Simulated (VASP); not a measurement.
The system is Cu.

```xyz
1
Lattice="-1.4346 1.4346 1.4346 1.4346 -1.4346 1.4346 1.4346 1.4346 -1.4346" Properties=species:S:1:pos:R:3 pbc="T T T"
Cu    0.0000    0.0000    0.0000
```

| Quantity | Value |
| --- | --- |
| Program | VASP 6.6.1 |
| Task | relaxation of cell and atoms |
| Functional | revPBE |
| Potentials or basis | VASP PAW PBE potentials, release 64 (Cu) |
| Cutoff | 600 eV |
| k mesh | 15 × 15 × 15 |
| Occupations | fermi-dirac, width 0.1 eV |
| Spin | no spin polarisation |

At the start: pressure 6.6 GPa; volume 11.81 Å³/atom.

Q: Where does the relaxation end?

A: Over 3 steps the energy falls by 11.2 meV/atom and the volume is 12.38 Å³/atom (+4.8 %); space group Im-3m (No. 229, to 0.05 Å).

The path:
```tsv
step	energy change (eV)	largest force (eV/Å)	pressure (GPa)	volume (Å³)
1	0.0000	0.0000	6.59	11.81
2	-0.0089	0.0000	-2.58	12.66
3	-0.0112	0.0000	0.04	12.38
```

Final structure:
```
CELL_PARAMETERS angstrom
-1.45737 1.45737 1.45737
1.45737 -1.45737 1.45737
1.45737 1.45737 -1.45737
ATOMIC_POSITIONS crystal
Cu 0.00000 0.00000 0.00000
```

Caveat: the PAW data sets were made with another functional, which shifts forces and pressure a little.
